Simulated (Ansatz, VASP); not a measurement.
## One calculation of NaI, two programs

```xyz
2
Lattice="0.0000 3.1393 3.1879 3.1393 0.0000 3.1879 3.1393 3.1393 0.0000" Properties=species:S:1:pos:R:3 pbc="T T T"
Na    0.0000    0.0000    0.0000
I     3.1393    3.1393    3.1879
```

Change from the starting cell: strain -0.030 along x and y, -0.015 along z, atoms carried along.

Alike in both runs: task single point; functional r2SCAN; k mesh 6 × 6 × 6; occupations gaussian, width 0.05 eV; no spin polarisation.

|  | VASP | Ansatz |
| --- | --- | --- |
| version | VASP 6.6.1 | Ansatz 0.2.0 |
| potentials or method | VASP PAW PBE potentials, release 64 (Na_pv, I), cutoff 520 eV | scalar-relativistic, plane waves, PAW |
| valence electrons in the cell | 14 | 26 |

|  | VASP | Ansatz | Ansatz less VASP |
| --- | --- | --- | --- |
| gap on the k mesh at the Fermi level (eV) | 4.68 | 4.67 | -0.009 |
| least direct gap on the mesh (eV) | 4.68 | 4.67 | -0.009 |
| pressure (GPa) | 1.4 | 1.4 | +0.07 |
| traceless stress, the component that is largest in VASP (GPa) | -0.39 | -0.40 | -0.007 |

VASP's potentials were made for PBE, not for r2SCAN. VASP's potentials hold 14 valence electrons a cell and Ansatz's 26, so a difference there can come from the potentials and not from the codes.

Spin-orbit coupling is off throughout.
